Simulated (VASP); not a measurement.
Write the native input for VASP 6.6.1 that does the following.

| Quantity | Value |
| --- | --- |
| Task | single point |
| Functional | LDA |
| Potentials or basis | VASP PAW LDA potentials, release 64 (Sn_d, O) |
| Cutoff | 520 eV |
| k mesh | 10 × 10 × 10 |
| Occupations | gaussian, width 0.05 eV |
| Spin | no spin polarisation |
| Dipole correction | no |
| Further INCAR settings | ALGO = Normal; EDIFF = 1e-07; NBANDS = 35 |

The structure of SnO2 lies in POSCAR:

```
SnO2
1.0
   -1.8197965795      1.8197965795      6.0630944485
    1.8197965795     -1.8197965795      6.0630944485
    1.8197965795      1.8197965795     -6.0630944485
Sn O
2 4
Direct
    0.7500000000      0.2500000000      0.5000000000
    0.0000000000      0.0000000000      0.0000000000
    0.7969975836      0.7969975836      0.0000000000
    0.9530024164      0.4530024164      0.5000000000
    0.2030024164      0.2030024164      0.0000000000
    0.5469975836      0.0469975836      0.5000000000
```

This cell differs from its parent crystal: ratio of the length along z to the lengths across it x 1.3, volume and fractional coordinates fixed.

One way to write it, as run:

INCAR

```
PREC     = Accurate       # precision mode
ENCUT    = 520            # plane-wave cutoff, eV
EDIFF    = 1E-7           # SCF threshold, eV
ISMEAR   = 0              # smearing method
SIGMA    = 0.05           # smearing width, eV
LREAL    = False          # projectors in reciprocal space
LASPH    = True           # aspherical terms in the spheres
NELM     = 80             # most SCF steps
ALGO     = Normal         # electronic algorithm
ISIF     = 2              # what is computed and relaxed
LWAVE    = False          # write WAVECAR
LCHARG   = False          # write CHGCAR
GGA      = CA             # functional
NBANDS   = 35             # bands
```

KPOINTS

```
regular mesh
0
Gamma
  10 10 10
```

Potentials or basis: VASP PAW LDA potentials, release 64 (Sn_d, O).

The run is started by

```sh
$ cat potpaw_LDA.64/Sn_d/POTCAR potpaw_LDA.64/O/POTCAR > POTCAR
$ mpirun -np 1 vasp_std > vasp.out
```

It gave:

* Pressure: 12.3 GPa
* Largest force: 1.938 eV/Å
* Band gap on the k mesh: 1.68 eV (least direct gap 2.01 eV)

Caveat: the cell stands under pressure; spin-orbit coupling is left out, which moves the levels of the heavy elements; forces of over 1 eV/Å act on the atoms, so gaps and moduli don't describe the material at rest.

It took 9.3 min on 1 thread of Intel(R) Xeon(R) Platinum 8488C (Sapphire Rapids), on a shared host, peak memory 0.42 GiB.
